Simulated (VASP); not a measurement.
# NaH (P1) in VASP: single point with PBE

Aim: the single point of NaH with PBE.

All numbers are computed with VASP 6.6.1; they aren't measurements. Logs are shortened: lines on timing, memory, paths and dates and some standing lists are left out, and cuts for length are marked.

## 1. The cell of the first run

The typed cell holds 8 atoms: a = 3.413 Å, b = 5.920 Å, c = 5.918 Å, α = 109.64°, β = 89.98°, γ = 90.01°.

## 2. Single point, PBE

INCAR reads:

```
PREC = Accurate
ENCUT = 520
EDIFF = 1E-7
ISMEAR = 0
SIGMA = 0.1
LREAL = F
LASPH = T
NELM = 60
ALGO = Normal
ISIF = 2
LWAVE = F
LCHARG = T
GGA = PE
LELF = T
LVHAR = T
NBANDS = 26
```

KPOINTS reads:

```
Automatic mesh
0
Gamma
  4 4 4
```

POSCAR reads:

```
NaH
1.0
    2.4134385502      2.4130419172     -0.0005082636
    2.4116249370     -2.4119574552      4.8384092193
    2.4113674330     -2.4102206117     -4.8373511373
Na H
4 4
Direct
    0.0003962818      0.2492941268      0.7494515085
    0.4996112727      0.7503456213      0.7503139729
    0.5006100893      0.2510013552      0.2499292733
   -0.0004659495      0.7502060674      0.2501288662
   -0.0004212889     -0.0000200600      0.0005540900
    0.4998697894      0.4999159482     -0.0005682881
    0.5000043773      0.9997472785      0.5000108031
    0.0003954281      0.4995096626      0.5001797741
```

Potentials or basis: VASP PAW PBE potentials, release 64 (Na_pv, H).

On the command line:

```console
$ cat potpaw_PBE.64/Na_pv/POTCAR potpaw_PBE.64/H/POTCAR > POTCAR
$ mpirun -np 1 vasp_std > vasp.out
```

OUTCAR:

```text
PREC = Accurate
   ENCUT = 520
   EDIFF = 1E-7
   ISMEAR = 0
   LREAL = F
   LASPH = T
   NELM = 60
   ISIF = 2
   GGA = PE

 ion  position               nearest neighbor table
   1  0.000  0.249  0.749-
   2  0.500  0.750  0.750-
   3  0.501  0.251  0.250-
   4  1.000  0.750  0.250-
   5  1.000  1.000  0.001-
   6  0.500  0.500  0.999-
   7  0.500  1.000  0.500-
   8  0.000  0.500  0.500-

  LATTYP: Found a triclinic cell.
 ALAT       =     5.9180927941
 B/A-ratio  =     1.0002834106
 C/A-ratio  =     0.5766785409
 COS(alpha) =     0.0001140926
 COS(beta)  =     0.0003060978
 COS(gamma) =     0.3361450446

  Lattice vectors:

 A1 = (   2.4113674330,  -2.4102206117,  -4.8373511373)
 A2 = (  -2.4116249370,   2.4119574552,  -4.8384092193)
 A3 = (   2.4134385502,   2.4130419172,  -0.0005082636)

Analysis of symmetry for initial positions (statically):
=====================================================================
 Subroutine PRICEL returns:
 Original cell was already a primitive cell.

 Routine SETGRP: Setting up the symmetry group for a
 triclinic supercell.

 Subroutine GETGRP returns: Found  1 space group operations
 (whereof  1 operations were pure point group operations)
 out of a pool of  2 trial point group operations.

The static configuration has the point symmetry C_1 .

Analysis of symmetry for dynamics (positions and initial velocities):
=====================================================================
 Subroutine PRICEL returns:
 Original cell was already a primitive cell.

 Routine SETGRP: Setting up the symmetry group for a
 triclinic supercell.

 Subroutine GETGRP returns: Found  1 space group operations
 (whereof  1 operations were pure point group operations)
 out of a pool of  2 trial point group operations.

The dynamic configuration has the point symmetry C_1 .

 Subroutine INISYM returns: Found  1 space group operations
 (whereof  1 operations are pure point group operations),
 and found     1 'primitive' translations

----------------------------------------------------------------------------------------

                                     Primitive cell

  volume of cell :     112.6070

  direct lattice vectors                    reciprocal lattice vectors
     2.413438550  2.413041917 -0.000508264     0.207172822  0.207207814  0.000031681
     2.411624937 -2.411957455  4.838409219     0.103669858 -0.103665134  0.103329683
     2.411367433 -2.410220612 -4.837351137     0.103670766 -0.103709580 -0.103372426

  length of vectors
     3.412837117  5.919770044  5.918092794     0.293011361  0.179362546  0.179413386

  position of ions in fractional coordinates (direct lattice)
     0.000396282  0.249294127  0.749451509
     0.499611273  0.750345621  0.750313973
     0.500610089  0.251001355  0.249929273
     0.999534051  0.750206067  0.250128866
     0.999578711  0.999979940  0.000554090
     0.499869789  0.499915948  0.999431712
     0.500004377  0.999747279  0.500010803
     0.000395428  0.499509663  0.500179774

  ion indices of the primitive-cell ions
   primitive index   ion index
                 1           1
                 2           2
                 3           3
                 4           4
                 5           5
                 6           6
                 7           7
                 8           8

----------------------------------------------------------------------------------------

 KPOINTS: Automatic mesh

Automatic generation of k-mesh.
 Grid dimensions read from file:
 generate k-points for:    4    4    4

 Generating k-lattice:

  Cartesian coordinates                     Fractional coordinates (reciprocal lattice)
     0.051793206  0.051801953  0.000007920     0.250000000  0.000000000 -0.000000000
     0.025917465 -0.025916283  0.025832421     0.000000000  0.250000000  0.000000000
     0.025917692 -0.025927395 -0.025843107     0.000000000  0.000000000  0.250000000

  Length of vectors
     0.073252840  0.044840636  0.044853347

  Shift w.r.t. Gamma in fractional coordinates (k-lattice)
     0.000000000  0.000000000  0.000000000

 Subroutine IBZKPT returns following result:
 ===========================================

 Found     36 irreducible k-points:

 Following reciprocal coordinates:
            Coordinates               Weight
  0.000000  0.000000  0.000000      1.000000
  0.250000 -0.000000  0.000000      2.000000
  0.500000 -0.000000  0.000000      1.000000
  0.000000  0.250000  0.000000      2.000000
  0.250000  0.250000  0.000000      2.000000
  0.500000  0.250000  0.000000      2.000000
[... 16 lines left out ...]
  0.000000 -0.250000  0.250000      2.000000
  0.250000 -0.250000  0.250000      2.000000
 [... further k-points ...]
   k-points           NKPTS =     36   k-points in BZ     NKDIM =     36   number of bands    NBANDS=     26
   number of dos      NEDOS =    301   number of ions     NIONS =      8
   total plane-waves  NPLWV =  64512
   dimension x,y,z NGX =    28 NGY =   48 NGZ =   48
   dimension x,y,z NGXF=    56 NGYF=   96 NGZF=   96
   ions per type =               4   4
   NGX,Y,Z   is equivalent  to a cutoff of  13.64, 13.48, 13.48 a.u.
   NGXF,Y,Z  is equivalent  to a cutoff of  27.28, 26.96, 26.97 a.u.
 SYSTEM =  unknown system
   PREC   = accura    normal or accurate (medium, high low for compatibility)
   ISTART =      0    job   : 0-new  1-cont  2-samecut
   ICHARG =      2    charge: 1-file 2-atom 10-const
   ISPIN  =      1    spin polarized calculation?
   LNONCOLLINEAR =      F non collinear calculations
   LSORBIT =      F    spin-orbit coupling
   LASPH  =      T    aspherical Exc in radial PAW
   ENCUT  =  520.0 eV  38.22 Ry    6.18 a.u.   6.35 11.01 11.00*2*pi/ulx,y,z
   NELM   =     60;   NELMIN=  2; NELMDL= -5     # of ELM steps
   EDIFF  = 0.1E-06   stopping-criterion for ELM
   LREAL  =      F    real-space projection
   EDIFFG = 0.1E-05   stopping-criterion for IOM
   NSW    =      0    number of steps for IOM
   IBRION =     -1    ionic relax: 0-MD 1-quasi-New 2-CG
   NFREE  =      0    steps in history (QN), initial steepest desc. (CG)
   ISIF   =      2    stress and relaxation
   ISYM   =      2    0-nonsym 1-usesym 2-fastsym
   POTIM  = 0.5000    time-step for ionic-motion
   TEBEG  =    0.0;   TEEND  =   0.0 temperature during run
   PSTRESS=    0.0 pullay stress
   NELECT =      32.0000    total number of electrons
   NUPDOWN=      -1.0000    fix difference up-down
   EMIN   =  10.00;   EMAX   =-10.00  energy-range for DOS
   EFERMI =   0.00;   METHOD = LEGACY
   ISMEAR =     0;   SIGMA  =   0.10  broadening in eV -4-tet -1-fermi 0-gaus
   EFERMI_NEDOS =   21; number of points for ismear=-14 and -15
   IALGO  =     38    algorithm
   IMIX   =      4    mixing-type and parameters
     AMIX     =   0.40;   BMIX     =  1.00
     AMIX_MAG =   1.60;   BMIX_MAG =  1.00
  volume/ion in A,a.u.               =      14.08        94.99
  Fermi-wavevector in a.u.,A,eV,Ry     =   1.076307  2.033926 15.761499  1.158438
  Thomas-Fermi vector in A             =   2.212188
   LORBIT       =      0    0 simple, 1 ext, 2 COOP (PROOUT), +10 PAW based schemes
   GGA     = PE    functional components
   LHFCALC =     F    Hartree Fock is set to
   AEXX    =    0.0000 exact exchange contribution
   IVDW    =     0    specifies the selected vdW correction
   LEPSILON=     F    determine dielectric tensor
   LRPA    =     F    only Hartree local field effects (RPA)
 non-spin polarized calculation
 Gauss-broadening in eV      SIGMA  =   0.10
  energy-cutoff  :      520.00
  volume of cell :      112.61
 maximum number of plane-waves:      3064
 NGX is ok and might be reduce to    28
   NGX = 13   NGY = 23   NGZ = 21

 number of electron      32.0000013 magnetization

 Free energy of the ion-electron system (eV)
  ---------------------------------------------------
  ext. energy  EPLUGINS =         0.00000000
  ---------------------------------------------------
  free energy    TOTEN  =       -20.35029114 eV

  energy without entropy =      -20.35029114  energy(sigma->0) =      -20.35029114

 E-fermi :  -0.6424     XC(G=0):  -7.7773

 val. band max:       -1.1043177740   @ k =   0.5000  -0.0000   0.0000
 cond. band min:       2.6537602711   @ k =   0.5000   0.5000   0.5000
 fundamental gap:      3.7580780450
 Fermi energy:        -0.6424213476

 k-point     1 :       0.0000    0.0000    0.0000
  band No.  band energies     occupation
      1     -23.2994      2.00000
      2     -23.2993      2.00000
      3     -23.2896      2.00000
      4     -23.2364      2.00000
      5     -23.2364      2.00000
      6     -23.2170      2.00000
[... 18 lines left out ...]
     25       9.6887      0.00000
     26      10.6909      0.00000

 k-point     2 :       0.2500   -0.0000    0.0000
  band No.  band energies     occupation
      1     -23.2851      2.00000
      2     -23.2850      2.00000
      3     -23.2747      2.00000
      4     -23.2572      2.00000
      5     -23.2395      2.00000
      6     -23.2392      2.00000
[... 18 lines left out ...]
     25       9.9295      0.00000
     26       9.9378      0.00000

 k-point     3 :       0.5000   -0.0000    0.0000
  band No.  band energies     occupation
      1     -23.2719      2.00000
      2     -23.2717      2.00000
      3     -23.2632      2.00000
      4     -23.2632      2.00000
      5     -23.2625      2.00000
      6     -23.2623      2.00000
[... 572 lines left out ...]
 k-point    23 :       0.0000   -0.2500    0.2500
  band No.  band energies     occupation
      1     -23.2888      2.00000
      2     -23.2886      2.00000
      3     -23.2786      2.00000
      4     -23.2318      2.00000
      5     -23.2318      2.00000
      6     -23.2270      2.00000
[... 18 lines left out ...]
     25       9.9302      0.00000
     26      11.4780      0.00000

 k-point    24 :       0.2500   -0.2500    0.2500
  band No.  band energies     occupation
      1     -23.2817      2.00000
      2     -23.2811      2.00000
      3     -23.2805      2.00000
      4     -23.2525      2.00000
      5     -23.2408      2.00000
      6     -23.2398      2.00000
[... 18 lines left out ...]
     25      10.4634      0.00000
     26      10.4743      0.00000

 [... further k-points ...]

------------------------ aborting loop because EDIFF is reached ----------------------------------------

  FORCE on cell =-STRESS in cart. coord.  units (eV):
  Direction    XX          YY          ZZ          XY          YZ          ZX
  --------------------------------------------------------------------------------------
  -------------------------------------------------------------------------------------
  Total        0.0259616      0.0298294     -0.0412600     -0.0044862      0.0061989     -0.0004028
  in kB        0.3693827      0.4244142     -0.5870487     -0.0638301      0.0881983     -0.0057314
  external PRESSURE =       0.0689161 kB  Pullay stress =       0.0000000 kB

 VOLUME and BASIS-vectors are now :
 -----------------------------------------------------------------------------
  energy-cutoff  :      520.00
  volume of cell :      112.61
      direct lattice vectors                 reciprocal lattice vectors
     2.413438550  2.413041917 -0.000508264     0.207172822  0.207207814  0.000031681
     2.411624937 -2.411957455  4.838409219     0.103669858 -0.103665134  0.103329683
     2.411367433 -2.410220612 -4.837351137     0.103670766 -0.103709580 -0.103372426

 POSITION                                       TOTAL-FORCE (eV/Angst)
 -----------------------------------------------------------------------------------
      2.40936     -2.40667     -2.41917         0.004285     -0.006728      0.003946
      4.82462     -2.41264      0.00069        -0.001431      0.003603     -0.006155
      2.41618      0.00020      0.00520        -0.005525      0.001519     -0.009011
      4.82468     -0.00041      2.41933        -0.000860      0.003801      0.002795
      4.82533     -0.00122      4.83512         0.000342      0.002353      0.006300
      4.82201     -2.40842     -2.41606         0.002723     -0.001977     -0.005028
      4.82346     -2.40995      2.41820        -0.000254      0.000217     -0.001051
      2.41170     -2.40939     -0.00271         0.000720     -0.002788      0.008205
 -----------------------------------------------------------------------------------
    total drift:                                0.000007     -0.000025      0.000042

  FREE ENERGIE OF THE ION-ELECTRON SYSTEM (eV)
  ---------------------------------------------------
  free  energy   TOTEN  =       -20.3502911384 eV

  energy  without entropy=      -20.3502911384  energy(sigma->0) =      -20.35029114
```

Run time: 2.6 min. Hardware: 1 thread of AMD EPYC 7R43 (Zen 3), shared host; peak memory 0.22 GiB.

Results:

```yaml
Free_energy: -20.3503 eV
Pressure: 0.0 GPa
Largest_force: 0.011 eV/Å
Band_gap_on_the_k_mesh: 3.76 eV
```

Forces on the atoms (eV/Å):
```
Na   0.004 -0.007  0.004
Na  -0.001  0.004 -0.006
Na  -0.006  0.002 -0.009
Na  -0.001  0.004  0.003
H    0.000  0.002  0.006
H    0.003 -0.002 -0.005
H    0.000  0.000 -0.001
H    0.001 -0.003  0.008
```

Caveat: the k points lie up to 0.46 Å⁻¹ apart. A k mesh can miss the band edges.
